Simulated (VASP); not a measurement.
Set up this calculation in VASP 6.6.1, as the native input.

```
Task                   : single point
Functional             : PBE
Potentials or basis    : VASP PAW PBE potentials, release 64 (Ga_d, P)
Cutoff                 : 520 eV
k mesh                 : 10 × 10 × 10
Occupations            : gaussian, width 0.05 eV
Spin                   : no spin polarisation
Dipole correction      : no
Further INCAR settings : ALGO = Normal; EDIFF = 1e-06; NBANDS = 16
```

The structure of GaP lies in POSCAR:

```
GaP
1.0
    0.0000000000      2.7515845294      2.6789840614
    2.6789840614      0.0000000000      2.6789840614
    2.6789840614      2.7515845294      0.0000000000
Ga P
1 1
Direct
    0.0000000000      0.0000000000      0.0000000000
    0.7500000000      0.7500000000      0.7500000000
```

This cell differs from its parent crystal: volume 19.748 Å^3 an atom, c/a of the conventional cell 1.0271.

These files were run (other wordings do the same):

INCAR

```
SYSTEM = GaP
PREC     = Accurate       ! precision mode
ENCUT    = 520            ! plane-wave cutoff, eV
EDIFF    = 1E-6           ! SCF threshold, eV
ISMEAR   = 0              ! smearing method
SIGMA    = 0.05           ! smearing width, eV
LREAL    = .False.        ! projectors in reciprocal space
LASPH    = .True.         ! aspherical terms in the spheres
NELM     = 80             ! most SCF steps
ALGO     = Normal         ! electronic algorithm
ISIF     = 2              ! what is computed and relaxed
LWAVE    = .False.        ! write WAVECAR
LCHARG   = .False.        ! write CHGCAR
GGA      = PE             ! functional
NBANDS   = 16             ! bands
```

KPOINTS

```
regular mesh
0
Gamma
  10 10 10
  0 0 0
```

Potentials or basis: VASP PAW PBE potentials, release 64 (Ga_d, P).

Launch:

```console
$ cat potpaw_PBE.64/Ga_d/POTCAR potpaw_PBE.64/P/POTCAR > POTCAR
$ mpirun -np 1 vasp_std > vasp.out
```

It gave:

| Quantity | Value |
| --- | --- |
| Pressure | 4.7 GPa |
| Band gap on the k mesh | 1.43 eV, indirect (least direct gap 1.97 eV) |

Wall time 37 s on 1 thread of Intel(R) Xeon(R) 6975P-C (Granite Rapids) (shared host), peak memory 0.2 GiB.
